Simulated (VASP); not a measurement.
# B (P6_3/mmc) in VASP: further runs

B is run at these levels: RPBE; tasks: relaxation of cell and atoms, single point.

All numbers are computed with VASP 6.6.1; they aren't measurements. Logs are shortened: lines on timing, memory, paths and dates and some standing lists are left out, and cuts for length are marked.

## Step 1: The cell of the first run

Symmetry: P6_3/mmc, No. 194, hexagonal system. Conventional cell: a = 2.101 Å, b = 2.101 Å, c = 6.861 Å, α = 90.00°, β = 90.00°, γ = 120.00°. Within 2.8 Å of B (site symmetry -3m) lie 12 B at 2.10 Å. Within 2.8 Å of B (site symmetry -6m2) lie 12 B at 2.10 Å.

## Step 2: Relaxation of cell and atoms, RPBE

File INCAR:

```
PREC = Accurate
ENCUT = 600
EDIFF = 1E-6
ISMEAR = -1
SIGMA = 0.1
LREAL = False
LASPH = True
NELM = 60
ALGO = Normal
ISIF = 3
LWAVE = False
LCHARG = False
GGA = RP
IBRION = 2
NSW = 80
EDIFFG = -0.01
```

File KPOINTS:

```
Automatic mesh
0
Gamma
  17 17 5
```

File POSCAR:

```
B
1.0
    2.1005919712      0.0000000000      0.0000000000
   -1.0502959856      1.8191660100      0.0000000000
    0.0000000000      0.0000000000      6.8605333778
B
4
Direct
    0.0000000000      0.0000000000      0.0000000000
    0.0000000000      0.0000000000      0.5000000000
    0.3333333333      0.6666666667      0.2500000000
    0.6666666667      0.3333333333      0.7500000000
```

Potentials or basis: VASP PAW PBE potentials, release 64 (B).

On the command line:

```
$ cat potpaw_PBE.64/B/POTCAR > POTCAR
$ mpirun -np 1 vasp_std > vasp.out
```

OUTCAR:

```text
PREC = Accurate
   ENCUT = 600
   EDIFF = 1E-6
   ISMEAR = -1
   LREAL = False
   LASPH = True
   NELM = 60
   ISIF = 3
   GGA = RP
   IBRION = 2
   NSW = 80
   EDIFFG = -0.01

 ion  position               nearest neighbor table
   1  0.000  0.000  0.000-   3 2.10   4 2.10   3 2.10   4 2.10   4 2.10   3 2.10
   2  0.000  0.000  0.500-   3 2.10   4 2.10   3 2.10   4 2.10   4 2.10   3 2.10
   3  0.333  0.667  0.250-   1 2.10   2 2.10   1 2.10   2 2.10   1 2.10   2 2.10
   4  0.667  0.333  0.750-   1 2.10   2 2.10   1 2.10   2 2.10   1 2.10   2 2.10

  LATTYP: Found a hexagonal cell.
 ALAT       =     2.1005919712
 C/A-ratio  =     3.2659999999

  Lattice vectors:

 A1 = (   2.1005919712,   0.0000000000,   0.0000000000)
 A2 = (  -1.0502959856,   1.8191660100,   0.0000000000)
 A3 = (   0.0000000000,   0.0000000000,   6.8605333778)

Analysis of symmetry for initial positions (statically):
=====================================================================
 Subroutine PRICEL returns:
 Original cell was already a primitive cell.

 Routine SETGRP: Setting up the symmetry group for a
 hexagonal supercell.

 Subroutine GETGRP returns: Found 24 space group operations
 (whereof 12 operations were pure point group operations)
 out of a pool of 24 trial point group operations.

The static configuration has the point symmetry D_3d.
 The point group associated with its full space group is D_6h.

Analysis of symmetry for dynamics (positions and initial velocities):
=====================================================================
 Subroutine PRICEL returns:
 Original cell was already a primitive cell.

 Routine SETGRP: Setting up the symmetry group for a
 hexagonal supercell.

 Subroutine GETGRP returns: Found 24 space group operations
 (whereof 12 operations were pure point group operations)
 out of a pool of 24 trial point group operations.

The dynamic configuration has the point symmetry D_3d.
 The point group associated with its full space group is D_6h.

 Subroutine INISYM returns: Found 24 space group operations
 (whereof 12 operations are pure point group operations),
 and found     1 'primitive' translations

----------------------------------------------------------------------------------------

                                     Primitive cell

  volume of cell :      26.2163

  direct lattice vectors                    reciprocal lattice vectors
     2.100591971  0.000000000  0.000000000     0.476056280  0.274851222  0.000000000
    -1.050295986  1.819166010  0.000000000     0.000000000  0.549702443  0.000000000
     0.000000000  0.000000000  6.860533378     0.000000000  0.000000000  0.145761262

  length of vectors
     2.100591971  2.100591971  6.860533378     0.549702443  0.549702443  0.145761262

  position of ions in fractional coordinates (direct lattice)
     0.000000000  0.000000000  0.000000000
     0.000000000  0.000000000  0.500000000
     0.333333333  0.666666667  0.250000000
     0.666666667  0.333333333  0.750000000

  ion indices of the primitive-cell ions
   primitive index   ion index
                 1           1
                 2           2
                 3           3
                 4           4

----------------------------------------------------------------------------------------

 KPOINTS: Automatic mesh

Automatic generation of k-mesh.
 Grid dimensions read from file:
 generate k-points for:   17   17    5

 Generating k-lattice:

  Cartesian coordinates                     Fractional coordinates (reciprocal lattice)
     0.028003311  0.016167719  0.000000000     0.058823529  0.000000000  0.000000000
     0.000000000  0.032335438  0.000000000     0.000000000  0.058823529  0.000000000
     0.000000000  0.000000000  0.029152252     0.000000000  0.000000000  0.200000000

  Length of vectors
     0.032335438  0.032335438  0.029152252

  Shift w.r.t. Gamma in fractional coordinates (k-lattice)
     0.000000000  0.000000000  0.000000000

 Subroutine IBZKPT returns following result:
 ===========================================

 Found     99 irreducible k-points:

 Following reciprocal coordinates:
            Coordinates               Weight
  0.000000  0.000000  0.000000      1.000000
  0.058824 -0.000000  0.000000      6.000000
  0.117647 -0.000000  0.000000      6.000000
  0.176471 -0.000000  0.000000      6.000000
  0.235294 -0.000000  0.000000      6.000000
  0.294118 -0.000000  0.000000      6.000000
[... 16 lines left out ...]
  0.411765  0.117647  0.000000     12.000000
  0.176471  0.176471  0.000000      6.000000
 [... further k-points ...]
   k-points           NKPTS =     99   k-points in BZ     NKDIM =     99   number of bands    NBANDS=     10
   number of dos      NEDOS =    301   number of ions     NIONS =      4
   total plane-waves  NPLWV =  18144
   dimension x,y,z NGX =    18 NGY =   18 NGZ =   56
   dimension x,y,z NGXF=    36 NGYF=   36 NGZF=  112
   ions per type =               4
   NGX,Y,Z   is equivalent  to a cutoff of  14.25, 14.25, 13.57 a.u.
   NGXF,Y,Z  is equivalent  to a cutoff of  28.49, 28.49, 27.14 a.u.
 SYSTEM =  unknown system
   PREC   = accura    normal or accurate (medium, high low for compatibility)
   ISTART =      0    job   : 0-new  1-cont  2-samecut
   ICHARG =      2    charge: 1-file 2-atom 10-const
   ISPIN  =      1    spin polarized calculation?
   LNONCOLLINEAR =      F non collinear calculations
   LSORBIT =      F    spin-orbit coupling
   LASPH  =      T    aspherical Exc in radial PAW
   ENCUT  =  600.0 eV  44.10 Ry    6.64 a.u.   4.20  4.20 13.70*2*pi/ulx,y,z
   NELM   =     60;   NELMIN=  2; NELMDL= -5     # of ELM steps
   EDIFF  = 0.1E-05   stopping-criterion for ELM
   LREAL  =      F    real-space projection
   EDIFFG = -.1E-01   stopping-criterion for IOM
   NSW    =     80    number of steps for IOM
   IBRION =      2    ionic relax: 0-MD 1-quasi-New 2-CG
   NFREE  =      1    steps in history (QN), initial steepest desc. (CG)
   ISIF   =      3    stress and relaxation
   ISYM   =      2    0-nonsym 1-usesym 2-fastsym
   POTIM  = 0.5000    time-step for ionic-motion
   TEBEG  =    0.0;   TEEND  =   0.0 temperature during run
   PSTRESS=    0.0 pullay stress
   NELECT =      12.0000    total number of electrons
   NUPDOWN=      -1.0000    fix difference up-down
   EMIN   =  10.00;   EMAX   =-10.00  energy-range for DOS
   EFERMI =   0.00;   METHOD = LEGACY
   ISMEAR =    -1;   SIGMA  =   0.10  broadening in eV -4-tet -1-fermi 0-gaus
   EFERMI_NEDOS =   21; number of points for ismear=-14 and -15
   IALGO  =     38    algorithm
   IMIX   =      4    mixing-type and parameters
     AMIX     =   0.40;   BMIX     =  1.00
     AMIX_MAG =   1.60;   BMIX_MAG =  1.00
  volume/ion in A,a.u.               =       6.55        44.23
  Fermi-wavevector in a.u.,A,eV,Ry     =   1.261667  2.384204 21.657789  1.591803
  Thomas-Fermi vector in A             =   2.395114
   LORBIT       =      0    0 simple, 1 ext, 2 COOP (PROOUT), +10 PAW based schemes
   GGA     = RP    functional components
   LHFCALC =     F    Hartree Fock is set to
   AEXX    =    0.0000 exact exchange contribution
   IVDW    =     0    specifies the selected vdW correction
   LEPSILON=     F    determine dielectric tensor
   LRPA    =     F    only Hartree local field effects (RPA)
 conjugate gradient relaxation of ions
 non-spin polarized calculation
  energy-cutoff  :      600.00
  volume of cell :       26.22
 maximum number of plane-waves:       890
 NGX is ok and might be reduce to    18
   NGX =  9   NGY =  9   NGZ = 27

--------------------------------------- Ionic step        1  -------------------------------------------

 number of electron      12.0000000 magnetization

 Free energy of the ion-electron system (eV)
  ---------------------------------------------------
  ext. energy  EPLUGINS =         0.00000000
  ---------------------------------------------------
  free energy    TOTEN  =       -19.77978526 eV

  energy without entropy =      -19.75058122  energy(sigma->0) =      -19.76518324

------------------------ aborting loop because EDIFF is reached ----------------------------------------

  FORCE on cell =-STRESS in cart. coord.  units (eV):
  Direction    XX          YY          ZZ          XY          YZ          ZX
  --------------------------------------------------------------------------------------
  -------------------------------------------------------------------------------------
  Total       -3.4411612     -3.4411612     -1.9732554     -0.0000000      0.0000000      0.0000000
  in kB     -210.3021371   -210.3021371   -120.5929614     -0.0000000      0.0000000      0.0000000
  external PRESSURE =    -180.3990786 kB  Pullay stress =       0.0000000 kB
[... 95 lines left out ...]
  FREE ENERGIE OF THE ION-ELECTRON SYSTEM (eV)
  ---------------------------------------------------
  free  energy   TOTEN  =       -19.9209163445 eV

  energy  without entropy=      -19.8927502838  energy(sigma->0) =      -19.90683331

 E-fermi :  10.5993     XC(G=0): -12.9913

 val. band max:       10.5842135751   @ k =   0.4118  -0.0000   0.0000
 cond. band min:      10.6517712254   @ k =   0.3529   0.2353   0.2000
 fundamental gap:      0.0675576503
 Fermi energy:        10.5993392887

 k-point     1 :       0.0000    0.0000    0.0000
  band No.  band energies     occupation
      1      -8.7527      2.00000
      2      -7.0016      2.00000
      3      -6.9628      2.00000
      4      -2.0003      2.00000
      5      -1.3023      2.00000
      6       7.0377      2.00000
      7       7.0475      2.00000
      8      15.2552      0.00000
      9      26.5479      0.00000
     10      32.1706      0.00000
[... 287 lines left out ...]
 k-point    24 :       0.1765    0.1765    0.0000
  band No.  band energies     occupation
      1      -4.3298      2.00000
      2      -2.6487      2.00000
      3      -2.6049      2.00000
      4       1.2926      2.00000
      5       4.2960      2.00000
      6      11.3792      0.00082
      7      11.3798      0.00082
      8      19.0891      0.00000
      9      19.4310      0.00000
     10      19.5960      0.00000

 [... further k-points ...]

[... ionic steps 4 to 29 ...]

--------------------------------------- Ionic step       30  -------------------------------------------

 number of electron      12.0000001 magnetization

------------------------ aborting loop because EDIFF is reached ----------------------------------------

  FORCE on cell =-STRESS in cart. coord.  units (eV):
  Direction    XX          YY          ZZ          XY          YZ          ZX
  --------------------------------------------------------------------------------------
  -------------------------------------------------------------------------------------
  Total        0.0450540      0.0450540      0.0042209      0.0000000     -0.0000000      0.0000000
  in kB        2.2595415      2.2595415      0.2116885      0.0000000     -0.0000000      0.0000000
  external PRESSURE =       1.5769238 kB  Pullay stress =       0.0000000 kB
[... 61 lines left out ...]
  energy  without entropy=      -22.2883383486  energy(sigma->0) =      -22.30464101

--------------------------------------- Ionic step       32  -------------------------------------------

 number of electron      12.0000001 magnetization

 Free energy of the ion-electron system (eV)
  ---------------------------------------------------
  ext. energy  EPLUGINS =         0.00000000
  ---------------------------------------------------
  free energy    TOTEN  =       -22.32095211 eV

  energy without entropy =      -22.28836350  energy(sigma->0) =      -22.30465780

 E-fermi :   6.6466     XC(G=0): -10.9935

 val. band max:        6.6312867216   @ k =   0.2941   0.1176   0.4000
 cond. band min:       6.6504006442   @ k =   0.2353   0.1765   0.2000
 fundamental gap:      0.0191139226
 Fermi energy:         6.6465602346

 k-point     1 :       0.0000    0.0000    0.0000
  band No.  band energies     occupation
      1     -10.6775      2.00000
      2     -10.2500      2.00000
      3     -10.2495      2.00000
      4      -9.7088      2.00000
      5      -2.5702      2.00000
      6      -0.8228      2.00000
      7      -0.8124      2.00000
      8       1.5095      2.00000
      9      10.6035      0.00000
     10      14.8596      0.00000
[... 287 lines left out ...]
 k-point    24 :       0.1765    0.1765    0.0000
  band No.  band energies     occupation
      1      -6.3594      2.00000
      2      -6.0411      2.00000
      3      -6.0408      2.00000
      4      -5.6682      2.00000
      5       3.4794      2.00000
      6       5.0502      2.00000
      7       5.0578      2.00000
      8       7.3139      0.00253
      9      14.5102      0.00000
     10      17.5539      0.00000

 [... further k-points ...]
[... 5 lines left out ...]
  --------------------------------------------------------------------------------------
  -------------------------------------------------------------------------------------
  Total       -0.0117957     -0.0117957     -0.0031136     -0.0000000     -0.0000000      0.0000000
  in kB       -0.5911296     -0.5911296     -0.1560357     -0.0000000     -0.0000000      0.0000000
  external PRESSURE =      -0.4460983 kB  Pullay stress =       0.0000000 kB
[... 19 lines left out ...]
  FREE ENERGIE OF THE ION-ELECTRON SYSTEM (eV)
  ---------------------------------------------------
  free  energy   TOTEN  =       -22.3209521052 eV

  energy  without entropy=      -22.2883634956  energy(sigma->0) =      -22.30465780

 reached required accuracy - stopping structural energy minimisation
```

Run time: 7.7 min. Hardware: 1 thread of Intel Xeon Platinum 8175M at 2.50GHz (Skylake/Cascade Lake), shared host; peak memory 0.17 GiB.

What came out:

```yaml
Free_energy: -22.3210 eV
Relaxed_volume: 7.99 Å³/atom
Relaxed_cell: a = 1.723 Å, b = 1.723 Å, c = 12.430 Å, α = 90.00°, β = 90.00°, γ = 120.00°
Space_group_after_relaxing_to_0.05_Å: P6_3/mmc (No. 194)
Energy_gained_by_relaxing: 635.3 meV/atom
Ionic_steps: 32
Pressure_after_relaxing: 0.0 GPa
Band_gap_on_the_k_mesh: zero (band 6 reaches 9.47 eV, above the bottom of band 7 at -0.81 eV)
```

Step by step:
| step | energy change (eV) | largest force (eV/Å) | pressure (GPa) | volume (Å³) |
| --- | --- | --- | --- | --- |
| 1 | 0.0000 | 0.0000 | -18.04 | 26.22 |
| 2 | -0.1325 | 0.0000 | 7.02 | 23.51 |
| 3 | -0.1411 | 0.0000 | 1.35 | 24.01 |
| 4 | -0.1710 | 0.0000 | 2.01 | 23.97 |
| 5 | -0.2955 | 0.0000 | 4.49 | 23.84 |
| 6 | -0.5780 | 0.0000 | 16.44 | 23.39 |
| 7 | -0.2971 | 0.0000 | 71.24 | 21.87 |
| 8 | -0.6283 | 0.0000 | 44.53 | 22.55 |
| 9 | -0.6597 | 0.0000 | 36.96 | 22.76 |
| 10 | -0.6463 | 0.0000 | 41.36 | 22.64 |
| 11 | -0.7457 | 0.0000 | 34.72 | 23.05 |
| 12 | -0.9542 | 0.0000 | 17.27 | 24.33 |
| 13 | -1.0259 | 0.0000 | -8.32 | 27.02 |
| 14 | -1.0475 | 0.0000 | -1.55 | 26.17 |
| 15 | -1.0752 | 0.0000 | -1.42 | 26.27 |
| 16 | -1.1507 | 0.0000 | -1.04 | 26.56 |
| 17 | -1.3000 | 0.0000 | 0.39 | 27.10 |
| 18 | -1.8401 | 0.0000 | 3.18 | 27.99 |
| 19 | -2.2613 | 0.0000 | 28.60 | 29.07 |
| 20 | -2.3889 | 0.0000 | 16.81 | 28.82 |
| 21 | -2.3853 | 0.0000 | 19.63 | 28.90 |
| 22 | -2.4244 | 0.0000 | 17.69 | 29.47 |
| 23 | -2.4574 | 0.0000 | 14.11 | 30.60 |
| 24 | -2.5023 | 0.0000 | 9.47 | 30.99 |
| 25 | -2.5356 | 0.0000 | -2.88 | 32.17 |
| 26 | -2.5409 | 0.0000 | 0.16 | 31.86 |
| 27 | -2.5409 | 0.0000 | 0.41 | 31.83 |
| 28 | -2.5409 | 0.0000 | 0.39 | 31.84 |
| 29 | -2.5411 | 0.0000 | 0.31 | 31.88 |
| 30 | -2.5412 | 0.0000 | 0.16 | 31.95 |
| 31 | -2.5412 | 0.0000 | 0.14 | 31.95 |
| 32 | -2.5412 | 0.0000 | -0.04 | 31.97 |

Final structure:
```
CELL_PARAMETERS angstrom
1.72335 0.00000 0.00000
-0.86167 1.49246 0.00000
0.00000 0.00000 12.43017
ATOMIC_POSITIONS crystal
B 0.00000 0.00000 0.00000
B 0.00000 0.00000 0.50000
B 0.33333 0.66667 0.25000
B 0.66667 0.33333 0.75000
```

Caveat: the volume moved by over 15 % at a fixed basis, so the end points are rough; the PAW data sets were made with another functional, which shifts forces and pressure a little.

## Step 3: Single point, RPBE

This run uses another cell than the first one, of 13.73 Å³/atom, 2.094 times its volume.

File INCAR:

```
SYSTEM = B
PREC = Accurate
ENCUT = 520
EDIFF = 1E-6
ISMEAR = -1
SIGMA = 0.1
LREAL = .FALSE.
LASPH = .TRUE.
NELM = 80
ALGO = Normal
ISIF = 2
LWAVE = .FALSE.
LCHARG = .FALSE.
GGA = RP
NBANDS = 14
```

File KPOINTS:

```
Automatic mesh
0
G
  27 27 2
  0 0 0
```

File POSCAR:

```
B
1.0
    1.7245129453      0.0000000000      0.0000000000
   -0.8622564727      1.4934720198      0.0000000000
    0.0000000000      0.0000000000     21.3174729883
B
4
Direct
    1.0000000000      1.0000000000      0.0000000000
    1.0000000000      0.0000000000      0.5000000000
    0.3333333333      0.6666666667      0.2500000000
    0.6666666667      0.3333333333      0.7500000000
```

Potentials or basis: VASP PAW PBE potentials, release 64 (B).

On the command line:

```
$ cat potpaw_PBE.64/B/POTCAR > POTCAR
$ mpirun -np 1 vasp_std > vasp.out
```

Wall time 99 s (1 thread of Intel Xeon Platinum 8175M at 2.50GHz (Skylake/Cascade Lake), shared host); peak memory 0.23 GiB.

Results (log left out):

```
Free energy            : -22.8971 eV
Pressure               : -0.7 GPa
Band gap on the k mesh : zero (band 6 reaches 5.84 eV, above the bottom of band 7 at -5.10 eV)
```

Stress tensor (GPa, compression positive):
```
-1.00  0.00  0.00
 0.00 -1.00  0.00
 0.00  0.00 -0.05
```

Levels at points of the mesh, in eV from the Fermi level:
```csv
k point,band 4,band 5,band 6,band 7,band 8,band 9,band 10,band 11,band 12,band 13
"(0.00, 0.00, 0.00)",-16.96,-7.68,-7.61,-7.61,-7.54,1.77,2.54,2.54,4.10,5.59
"(0.00, 0.00, 0.50)",-16.96,-7.66,-7.66,-7.56,-7.56,1.97,1.97,3.41,3.41,6.53
```

Caveat: the PAW data sets were made with another functional, which shifts forces and pressure a little; this functional lacks dispersion, which binds the layers, so the pressure and a relaxed spacing across them are unreliable.
